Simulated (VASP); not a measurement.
# Ti (Im-3m) in VASP: further runs, part 2 of 2

VASP 6.6.1. The steps go on from the part before.

## 4. Electric field gradients, PBEsol (volume scaled by 0.98)

Input file INCAR:

```
ALGO     = Normal         # electronic algorithm
EDIFF    = 1E-8           # SCF threshold, eV
ENCUT    = 520            # plane-wave cutoff, eV
GGA      = PS             # functional
ISIF     = 2              # what is computed and relaxed
ISMEAR   = -1             # smearing method
LASPH    = T              # aspherical terms in the spheres
LCHARG   = F              # write CHGCAR
LEFG     = T            
LREAL    = F              # projectors in reciprocal space
LWAVE    = F              # write WAVECAR
NBANDS   = 12             # bands
NELM     = 80             # most SCF steps
PREC     = Accurate       # precision mode
SIGMA    = 0.08           # smearing width, eV
```

Input file KPOINTS:

```
k-points
0
Gamma
  17 17 17
```

Input file POSCAR:

```
Ti
1.0
   -1.6299862453      1.6299862453      1.6299862453
    1.6299862453     -1.6299862453      1.6299862453
    1.6299862453      1.6299862453     -1.6299862453
Ti
1
Direct
    0.0000000000      0.0000000000      0.0000000000
```

Potentials or basis: VASP PAW PBE potentials, release 64 (Ti_sv).

Run with:

```console
$ cat potpaw_PBE.64/Ti_sv/POTCAR > POTCAR
$ mpirun -np 1 vasp_std > vasp.out
```

OUTCAR:

```text
EDIFF = 1E-8
   ENCUT = 520
   GGA = PS
   ISIF = 2
   ISMEAR = -1
   LASPH = T
   LREAL = F
   NELM = 80
   PREC = Accurate

 ion  position               nearest neighbor table
   1  0.000  0.000  0.000-

  LATTYP: Found a body centered cubic cell.
 ALAT       =     3.2599724906

  Lattice vectors:

 A1 = (  -1.6299862453,   1.6299862453,   1.6299862453)
 A2 = (   1.6299862453,  -1.6299862453,   1.6299862453)
 A3 = (   1.6299862453,   1.6299862453,  -1.6299862453)

Analysis of symmetry for initial positions (statically):
=====================================================================
 Subroutine PRICEL returns:
 Original cell was already a primitive cell.

 Routine SETGRP: Setting up the symmetry group for a
 body centered cubic supercell.

 Subroutine GETGRP returns: Found 48 space group operations
 (whereof 48 operations were pure point group operations)
 out of a pool of 48 trial point group operations.

The static configuration has the point symmetry O_h .

Analysis of symmetry for dynamics (positions and initial velocities):
=====================================================================
 Subroutine PRICEL returns:
 Original cell was already a primitive cell.

 Routine SETGRP: Setting up the symmetry group for a
 body centered cubic supercell.

 Subroutine GETGRP returns: Found 48 space group operations
 (whereof 48 operations were pure point group operations)
 out of a pool of 48 trial point group operations.

The dynamic configuration has the point symmetry O_h .

 Subroutine INISYM returns: Found 48 space group operations
 (whereof 48 operations are pure point group operations),
 and found     1 'primitive' translations

----------------------------------------------------------------------------------------

                                     Primitive cell

  volume of cell :      17.3225

  direct lattice vectors                    reciprocal lattice vectors
    -1.629986245  1.629986245  1.629986245     0.000000000  0.306751055  0.306751055
     1.629986245 -1.629986245  1.629986245     0.306751055  0.000000000  0.306751055
     1.629986245  1.629986245 -1.629986245     0.306751055  0.306751055  0.000000000

  length of vectors
     2.823218992  2.823218992  2.823218992     0.433811502  0.433811502  0.433811502

  position of ions in fractional coordinates (direct lattice)
     0.000000000  0.000000000  0.000000000

  ion indices of the primitive-cell ions
   primitive index   ion index
                 1           1

----------------------------------------------------------------------------------------

 KPOINTS: k-points

Automatic generation of k-mesh.
 Grid dimensions read from file:
 generate k-points for:   17   17   17

 Generating k-lattice:

  Cartesian coordinates                     Fractional coordinates (reciprocal lattice)
[... 65 lines left out ...]
   NFREE  =      0    steps in history (QN), initial steepest desc. (CG)
   ISIF   =      2    stress and relaxation
   ISYM   =      2    0-nonsym 1-usesym 2-fastsym
   POTIM  = 0.5000    time-step for ionic-motion
   TEBEG  =    0.0;   TEEND  =   0.0 temperature during run
   PSTRESS=    0.0 pullay stress
   NELECT =      12.0000    total number of electrons
   NUPDOWN=      -1.0000    fix difference up-down
   EMIN   =  10.00;   EMAX   =-10.00  energy-range for DOS
   EFERMI =   0.00;   METHOD = LEGACY
   ISMEAR =    -1;   SIGMA  =   0.08  broadening in eV -4-tet -1-fermi 0-gaus
   EFERMI_NEDOS =   21; number of points for ismear=-14 and -15
   IALGO  =     38    algorithm
   IMIX   =      4    mixing-type and parameters
     AMIX     =   0.40;   BMIX     =  1.00
     AMIX_MAG =   1.60;   BMIX_MAG =  1.00
  volume/ion in A,a.u.               =      17.32       116.90
  Fermi-wavevector in a.u.,A,eV,Ry     =   1.448543  2.737349 28.548779  2.098276
  Thomas-Fermi vector in A             =   2.566372
   LORBIT       =      0    0 simple, 1 ext, 2 COOP (PROOUT), +10 PAW based schemes
   GGA     = PS    functional components
   LHFCALC =     F    Hartree Fock is set to
   AEXX    =    0.0000 exact exchange contribution
   IVDW    =     0    specifies the selected vdW correction
   LEPSILON=     F    determine dielectric tensor
   LRPA    =     F    only Hartree local field effects (RPA)
 non-spin polarized calculation
  energy-cutoff  :      520.00
  volume of cell :       17.32
 maximum number of plane-waves:       478
 NGX is ok and might be reduce to    24
   NGX = 11   NGY = 11   NGZ = 11

 number of electron      11.9999997 magnetization

 Free energy of the ion-electron system (eV)
  ---------------------------------------------------
  ext. energy  EPLUGINS =         0.00000000
  ---------------------------------------------------
  free energy    TOTEN  =        -8.24648203 eV

  energy without entropy =       -8.19753190  energy(sigma->0) =       -8.22200697

 E-fermi :   7.9832     XC(G=0): -11.6444

 val. band max:        7.9750264861   @ k =   0.2353   0.1176   0.0000
 cond. band min:       7.9898305662   @ k =  -0.2941  -0.4706   0.0588
 fundamental gap:      0.0148040801
 Fermi energy:         7.9832470669

 k-point     1 :       0.0000    0.0000    0.0000
  band No.  band energies     occupation
      1     -48.3071      2.00000
      2     -24.2544      2.00000
      3     -24.2544      2.00000
      4     -24.2544      2.00000
      5       2.0255      2.00000
      6       8.9707      0.00001
      7       8.9707      0.00001
      8       8.9707      0.00001
      9      10.7488      0.00000
     10      10.7488      0.00000
     11      25.4231      0.00000
     12      25.4231      0.00000
[... 331 lines left out ...]
 k-point    24 :       0.1765    0.1765    0.0000
  band No.  band energies     occupation
      1     -48.2156      2.00000
      2     -24.6925      2.00000
      3     -24.3970      2.00000
      4     -24.2988      2.00000
      5       4.7074      2.00000
      6       7.9559      1.16956
      7       8.1423      0.24101
      8      10.2962      0.00000
      9      11.0279      0.00000
     10      11.2159      0.00000
     11      21.4930      0.00000
     12      21.7539      0.00000

 [... further k-points ...]
[... 5 lines left out ...]
  --------------------------------------------------------------------------------------
  -------------------------------------------------------------------------------------
  Total       -0.5219942     -0.5219942     -0.5219942      0.0000000      0.0000000      0.0000000
  in kB      -48.2796829    -48.2796829    -48.2796829      0.0000000      0.0000000      0.0000000
  external PRESSURE =     -48.2796829 kB  Pullay stress =       0.0000000 kB

 VOLUME and BASIS-vectors are now :
 -----------------------------------------------------------------------------
  energy-cutoff  :      520.00
  volume of cell :       17.32
      direct lattice vectors                 reciprocal lattice vectors
    -1.629986245  1.629986245  1.629986245     0.000000000  0.306751055  0.306751055
     1.629986245 -1.629986245  1.629986245     0.306751055  0.000000000  0.306751055
     1.629986245  1.629986245 -1.629986245     0.306751055  0.306751055  0.000000000

 POSITION                                       TOTAL-FORCE (eV/Angst)
 -----------------------------------------------------------------------------------
      0.00000      0.00000      0.00000         0.000000      0.000000      0.000000
 -----------------------------------------------------------------------------------
    total drift:                                0.000000      0.000000      0.000000

  FREE ENERGIE OF THE ION-ELECTRON SYSTEM (eV)
  ---------------------------------------------------
  free  energy   TOTEN  =        -8.2464820335 eV

  energy  without entropy=       -8.1975319004  energy(sigma->0) =       -8.22200697

 Electric field gradients (V/A^2)
---------------------------------------------------------------------
 ion       V_xx      V_yy      V_zz      V_xy      V_xz      V_yz
---------------------------------------------------------------------
   1      -0.000    -0.000    -0.000     0.000     0.000     0.000
---------------------------------------------------------------------

 Electric field gradients after diagonalization (V/A^2)
 (convention: |V_zz| > |V_xx| > |V_yy|)
----------------------------------------------------------------------
 ion       V_xx      V_yy      V_zz     asymmetry (V_yy - V_xx)/ V_zz
----------------------------------------------------------------------
   1      -0.000    -0.000     0.001       0.000
----------------------------------------------------------------------

           NMR quadrupolar parameters

 Cq : quadrupolar parameter    Cq=e*Q*V_zz/h
 eta: asymmetry parameters     (V_yy - V_xx)/ V_zz
 Q  : nuclear electric quadrupole moment in mb (millibarn)
----------------------------------------------------------------------
 ion       Cq(MHz)       eta       Q (mb)
----------------------------------------------------------------------
   1       0.000       0.000       1.000
----------------------------------------------------------------------
```

Run time: 12 s. Hardware: 1 thread of Intel Xeon 6975P-C (Granite Rapids), shared host; peak memory 0.16 GiB.

What came out:

```yaml
Free_energy: -8.2465 eV
Pressure: -4.8 GPa
Band_gap_on_the_k_mesh: zero (band 6 reaches 8.97 eV, above the bottom of band 7 at 7.34 eV)
```

Caveat: without QUAD_EFG the Cq values of the log hold for a quadrupole moment of 1 mb, not for the nuclei; the PAW data sets were made with another functional, which shifts forces and pressure a little.

## 5. Electric field gradients, PBEsol (volume scaled by 0.98)

Input file INCAR:

```
SYSTEM = Ti
ALGO = Normal ; EDIFF = 1E-8
ENCUT = 520 ; GGA = PS
ISIF = 2 ; ISMEAR = -1
LASPH = .True. ; LCHARG = .False.
LEFG = .True. ; LREAL = .False.
LWAVE = .False. ; NBANDS = 12
NELM = 80 ; PREC = Accurate
SIGMA = 0.08
```

Input file KPOINTS:

```
k-points
0
Gamma
  17 17 17
  0 0 0
```

POSCAR is that of step 4.

Potentials or basis: VASP PAW PBE potentials, release 64 (Ti_sv).

Run with:

```console
$ cat potpaw_PBE.64/Ti_sv/POTCAR > POTCAR
$ mpirun -np 1 vasp_std > vasp.out
```

OUTCAR:

```text
SYSTEM = Ti
   EDIFF = 1E-8
   ENCUT = 520
   GGA = PS
   ISIF = 2
   ISMEAR = -1
   LASPH = .True.
   LREAL = .False.
   NELM = 80
   PREC = Accurate

 ion  position               nearest neighbor table
   1  0.000  0.000  0.000-

  LATTYP: Found a body centered cubic cell.
 ALAT       =     3.2599724906

  Lattice vectors:

 A1 = (  -1.6299862453,   1.6299862453,   1.6299862453)
 A2 = (   1.6299862453,  -1.6299862453,   1.6299862453)
 A3 = (   1.6299862453,   1.6299862453,  -1.6299862453)

Analysis of symmetry for initial positions (statically):
=====================================================================
 Subroutine PRICEL returns:
 Original cell was already a primitive cell.

 Routine SETGRP: Setting up the symmetry group for a
 body centered cubic supercell.

 Subroutine GETGRP returns: Found 48 space group operations
 (whereof 48 operations were pure point group operations)
[... 540 lines left out ...]

 VOLUME and BASIS-vectors are now :
 -----------------------------------------------------------------------------
  energy-cutoff  :      520.00
  volume of cell :       17.32
      direct lattice vectors                 reciprocal lattice vectors
    -1.629986245  1.629986245  1.629986245     0.000000000  0.306751055  0.306751055
     1.629986245 -1.629986245  1.629986245     0.306751055  0.000000000  0.306751055
     1.629986245  1.629986245 -1.629986245     0.306751055  0.306751055  0.000000000

 POSITION                                       TOTAL-FORCE (eV/Angst)
 -----------------------------------------------------------------------------------
      0.00000      0.00000      0.00000         0.000000     -0.000000      0.000000
 -----------------------------------------------------------------------------------
    total drift:                                0.000000      0.000000      0.000000

  FREE ENERGIE OF THE ION-ELECTRON SYSTEM (eV)
  ---------------------------------------------------
  free  energy   TOTEN  =        -8.2464820328 eV

  energy  without entropy=       -8.1975318997  energy(sigma->0) =       -8.22200697

 Electric field gradients (V/A^2)
---------------------------------------------------------------------
 ion       V_xx      V_yy      V_zz      V_xy      V_xz      V_yz
---------------------------------------------------------------------
   1      -0.000    -0.000    -0.000     0.000     0.000     0.000
---------------------------------------------------------------------

 Electric field gradients after diagonalization (V/A^2)
 (convention: |V_zz| > |V_xx| > |V_yy|)
----------------------------------------------------------------------
 ion       V_xx      V_yy      V_zz     asymmetry (V_yy - V_xx)/ V_zz
----------------------------------------------------------------------
   1      -0.000    -0.000     0.001       0.000
----------------------------------------------------------------------

           NMR quadrupolar parameters

 Cq : quadrupolar parameter    Cq=e*Q*V_zz/h
 eta: asymmetry parameters     (V_yy - V_xx)/ V_zz
 Q  : nuclear electric quadrupole moment in mb (millibarn)
----------------------------------------------------------------------
 ion       Cq(MHz)       eta       Q (mb)
----------------------------------------------------------------------
   1       0.000       0.000       1.000
----------------------------------------------------------------------
```

Wall time 43 s (1 thread of AMD EPYC 7R43 (Zen 3), shared host); peak memory 0.12 GiB.

Results:

```
Free energy            : -8.2465 eV
Pressure               : -4.8 GPa
Band gap on the k mesh : zero (band 6 reaches 8.97 eV, above the bottom of band 7 at 7.34 eV)
```

Caveat: without QUAD_EFG the Cq values of the log hold for a quadrupole moment of 1 mb, not for the nuclei; the PAW data sets were made with another functional, which shifts forces and pressure a little.

## 6. Summary

```csv
cell,gap on the mesh (eV),pressure (GPa)
"a = 2.784 Å, angles 109.5°, 1 atom",none,-0.6
"a = 2.804 Å, angles 109.5°, 1 atom",none,-2.8
"a = 2.823 Å, angles 109.5°, 1 atom",none,-4.8
```

Alike in all rows: task electric field gradients; level PBEsol; potentials or basis VASP PAW PBE potentials, release 64 (Ti_sv); no spin polarisation; k mesh 17 × 17 × 17; cutoff (eV) 520; smearing fermi-dirac 0.08 eV.

Caveats: the PAW data sets were made with another functional, which shifts forces and pressure a little.

Absolute energies hang on the potentials; compare differences alone.
